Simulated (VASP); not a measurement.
Write the native input for VASP 6.6.1 that does the following.

| Quantity | Value |
| --- | --- |
| Task | relaxation of volume and atoms at fixed shape |
| Functional | LDA |
| Potentials or basis | VASP PAW LDA potentials, release 64 (Y_sv) |
| Cutoff | 600 eV |
| k mesh | 13 × 13 × 7 |
| Occupations | gaussian, width 0.05 eV |
| Spin | no spin polarisation |
| Dipole correction | no |
| Further INCAR settings | ALGO = Normal; EDIFF = 1e-06; IBRION = 2; EDIFFG = -0.02; NSW = 80; ISIF = 8 |

The structure of Y lies in POSCAR:

```
Y
1.0
    3.6474000000      0.0000000000      0.0000000000
   -1.8237000000      3.1587410600      0.0000000000
    0.0000000000      0.0000000000      5.7306000000
Y
2
Direct
    0.3333333300      0.6666666700      0.2500000000
    0.6666666700      0.3333333300      0.7500000000
```

One way to write it, as run:

INCAR

```
SYSTEM = Y
PREC = Accurate ; ENCUT = 600
EDIFF = 1E-6 ; ISMEAR = 0
SIGMA = 0.05 ; LREAL = .False.
LASPH = .True. ; NELM = 60
ALGO = Normal ; ISIF = 8
LWAVE = .False. ; LCHARG = .False.
GGA = CA ; IBRION = 2
NSW = 80 ; EDIFFG = -0.02
```

KPOINTS

```
regular mesh
0
Gamma
  13 13 7
  0 0 0
```

Potentials or basis: VASP PAW LDA potentials, release 64 (Y_sv).

Run with:

```bash
$ cat potpaw_LDA.64/Y_sv/POTCAR > POTCAR
$ mpirun -np 1 vasp_std > vasp.out
```

Results of the run:

```json
{
 "Relaxed volume": "29.79 Å³/atom",
 "Relaxed cell": "a = 3.525 Å, b = 3.525 Å, c = 5.538 Å, α = 90.00°, β = 90.00°, γ = 120.00°",
 "Space group after relaxing (to 0.1 Å)": "P6_3/mmc (No. 194)",
 "Energy gained by relaxing": "41.4 meV/atom",
 "Ionic steps": "3",
 "Pressure after relaxing": "0.0 GPa",
 "Band gap on the k mesh": "zero (bands 11 and 12 overlap by 1.71 eV)"
}
```

Wall time 7.5 min on 1 thread of Intel Xeon 8259CL, with other jobs on the host, peak memory 0.25 GiB.
